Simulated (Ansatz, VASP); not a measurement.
**BaF2 in VASP and in Ansatz**

Contents of POSCAR:

```
BaF2
1.0
    0.0000000000      3.1581089939      3.1581089939
    3.1581089939      0.0000000000      3.1581089939
    3.1581089939      3.1581089939      0.0000000000
Ba F
1 2
Direct
    0.0000000000      0.0000000000      0.0000000000
    0.2500000000      0.2500000000      0.2500000000
    0.7500000000      0.7500000000      0.7500000000
```

The input INCAR.step1:

```
ALGO = Normal
EDIFF = 1E-5
ENCUT = 660
GGA = PE
GGA_COMPAT = False
ISMEAR = 0
LASPH = True
LCHARG = False
LREAL = False
LWAVE = True
NBANDS = 19
NELM = 120
PREC = Accurate
SIGMA = 0.02
```

File INCAR.step2:

```
ALGO = Normal
EDIFF = 1E-6
ENCUT = 660
GGA_COMPAT = False
ISIF = 2
ISMEAR = 0
ISTART = 1
LASPH = True
LCHARG = False
LMIXTAU = True
LREAL = False
LWAVE = False
METAGGA = R2SCAN
NBANDS = 19
NELM = 120
PREC = Accurate
SIGMA = 0.02
```

KPOINTS

```
k-points
0
Gamma
  6 6 6
```

Input for Ansatz:

```yaml
crystal:
  lattice:
    - [0.0, 3.1581089939, 3.1581089939]
    - [3.1581089939, 0.0, 3.1581089939]
    - [3.1581089939, 3.1581089939, 0.0]
  atoms:
    - { symbol: Ba, position: [0.0, 0.0, 0.0] }
    - { symbol: F, position: [0.25, 0.25, 0.25] }
    - { symbol: F, position: [0.75, 0.75, 0.75] }
basis:
  ecutwfc: 500
kpoints:
  mp_grid: { grid: [6, 6, 6] }
hamiltonian:
  xc: r2scan
scf:
  occupations: { method: gaussian, width: 0.02 }
output:
  forces: true
  stress: true
  eigenvalues: true
```

Alike in both runs: task single point; functional r2SCAN; k mesh 6 × 6 × 6; occupations gaussian, width 0.02 eV; no spin polarisation.

|  | VASP | Ansatz |
| --- | --- | --- |
| version | VASP 6.6.1 | Ansatz 0.2.0 |
| potentials or method | VASP PAW PBE potentials, release 64 (Ba_sv, F), cutoff 660 eV | scalar-relativistic, plane waves, PAW |
| valence electrons in the cell | 24 | 24 |

Ansatz gave:

```
gap on the k mesh at the Fermi level (eV) : 7.18
least direct gap on the mesh (eV)         : 7.24
pressure (GPa)                            : -3.1
```

Q: Which values does VASP return?

A: gap on the k mesh at the Fermi level (eV): 7.11; least direct gap on the mesh (eV): 7.16; pressure (GPa): -2.4.

VASP's potentials were made for PBE, not for r2SCAN. With one functional, cell and mesh, what is left measures potentials, basis and numerics.

Spin-orbit coupling is off throughout.
